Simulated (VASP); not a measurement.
Wanted: the native input for a VASP 6.6.1 run.

| Quantity | Value |
| --- | --- |
| Task | single point |
| Functional | PBE |
| Potentials or basis | VASP PAW PBE potentials, release 64 (Mo_sv, Pt) |
| Cutoff | 520 eV |
| k mesh | 6 × 6 × 1 |
| Occupations | gaussian, width 0.1 eV |
| Spin | no spin polarisation |
| Dipole correction | yes |
| Further INCAR settings | ALGO = Normal; EDIFF = 1e-06; NBANDS = 19 |

The structure of MoPt lies in POSCAR:

```
MoPt
1.0
    3.5317009934      0.0000000000      0.0000000000
    0.0000000000      3.5317009934      0.0000000000
    0.0000000000      0.0000000000     23.8000000000
Mo Pt
1 1
Direct
    0.5000000000      0.5000000000      0.2941176471
    0.0000000000      0.0000000000      0.2941176471
```

The cell was built from a structure type or drawn by symmetry, and may not be a known phase.

The input as run:

INCAR

```
SYSTEM = MoPt
ALGO = Normal ; DIPOL = 0.5 0.5 0.294
EDIFF = 1E-6 ; ENCUT = 520
GGA = PE ; IDIPOL = 3
ISIF = 2 ; ISMEAR = 0
LASPH = .True. ; LCHARG = .False.
LDIPOL = .True. ; LREAL = .False.
LWAVE = .False. ; NBANDS = 19
NELM = 100 ; PREC = Accurate
SIGMA = 0.1
```

KPOINTS

```
k-points
0
Gamma
  6 6 1
  0 0 0
```

Potentials or basis: VASP PAW PBE potentials, release 64 (Mo_sv, Pt).

Command:

```bash
$ cat potpaw_PBE.64/Mo_sv/POTCAR potpaw_PBE.64/Pt/POTCAR > POTCAR
$ mpirun -np 1 vasp_std > vasp.out
```

It gave:

```
Band gap on the k mesh : zero (bands 12 and 13 overlap by 2.08 eV)
```

Caveat: spin-orbit coupling is left out, which moves the levels of the heavy elements.

It took 43 s on 1 thread of AMD EPYC 9R45 96-Core Processor (Zen 5) (shared host), peak memory 0.36 GiB.
